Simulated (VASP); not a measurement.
A run of VASP 6.6.1:

The input INCAR:

```
SYSTEM = WS2
PREC     = Accurate       ! precision mode
ENCUT    = 520            ! plane-wave cutoff, eV
EDIFF    = 1E-7           ! SCF threshold, eV
ISMEAR   = -1             ! smearing method
SIGMA    = 0.05           ! smearing width, eV
LREAL    = .FALSE.        ! projectors in reciprocal space
LASPH    = .TRUE.         ! aspherical terms in the spheres
NELM     = 60             ! most SCF steps
ALGO     = Normal         ! electronic algorithm
ISIF     = 2              ! what is computed and relaxed
LWAVE    = .FALSE.        ! write WAVECAR
LCHARG   = .FALSE.        ! write CHGCAR
GGA      = RP             ! functional
IVDW     = 12             ! dispersion correction
NBANDS   = 35             ! bands
```

File KPOINTS:

```
Automatic mesh
0
G
  10 10 3
  0 0 0
```

File POSCAR:

```
WS2
1.0
    3.1800000000      0.0000000000      0.0000000000
   -1.5900000000      2.7539607840      0.0000000000
    0.0000000000      0.0000000000     12.5000000000
W S
2 4
Direct
    0.6666666667      0.3333333333      0.7500000000
    0.3333333333      0.6666666667      0.2500000000
    0.6666666667      0.3333333333      0.3750000000
    0.3333333333      0.6666666667      0.8750000000
    0.6666666667      0.3333333333      0.1250000000
    0.3333333333      0.6666666667      0.6250000000
```

Potentials or basis: VASP PAW PBE potentials, release 64 (W_sv, S).

Run with:

```console
$ cat potpaw_PBE.64/W_sv/POTCAR potpaw_PBE.64/S/POTCAR > POTCAR
$ mpirun -np 1 vasp_std > vasp.out
```

Hardware: 1 thread of Intel Xeon 6975P-C (shared host).

Task: Estimate the wall time of this run.

Result: It took 100 s on 1 thread of Intel Xeon 6975P-C, on a shared host, peak memory 0.28 GiB. Counts: scf iterations 17, k points 28.
